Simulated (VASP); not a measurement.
Ta: single point with PBEsol

The system is Ta.

```
Ta
1.0
    -1.66779    1.65128    1.65128
     1.65128   -1.66779    1.65128
     1.65128    1.65128   -1.66779
Ta
1
Direct
  0.00000 0.00000 0.00000
```

This cell differs from its parent crystal: equal xy, yz and zx shear strains of -1 %.

```yaml
Program: VASP 6.6.1
Task: single point
Functional: PBEsol
Potentials_or_basis: VASP PAW PBE potentials, release 64 (Ta_pv)
Cutoff: 520 eV
k_mesh: 17 × 17 × 17
Occupations: fermi-dirac, width 0.08 eV
Spin: no spin polarisation
```

* Pressure: -3.6 GPa
* Band gap on the k mesh: zero (an odd number of electrons rules out a gap without spin polarisation)

Stress tensor (GPa, compression positive):
```
-3.59  0.74  0.74
 0.74 -3.59  0.74
 0.74  0.74 -3.59
```

Levels at points of the mesh, in eV from the Fermi level:
| k point | band 2 | band 3 | band 4 | band 5 | band 6 | band 7 | band 8 | band 9 | band 10 | band 11 |
| --- | --- | --- | --- | --- | --- | --- | --- | --- | --- | --- |
| (0.00, 0.00, 0.00) | -33.04 | -32.99 | -7.93 | 0.56 | 0.80 | 0.80 | 4.00 | 4.00 | 14.85 | 15.14 |

It took 50 s on 1 thread of AMD EPYC 9R45 96-Core Processor (Zen 5), on a shared host, peak memory 0.19 GiB.

Caveat: the cell differs from its parent crystal (equal xy, yz and zx shear strains of -1 %); the cell stands under tension; the PAW data sets were made with another functional, which shifts forces and pressure a little; spin-orbit coupling is left out, which moves the levels of the heavy elements.
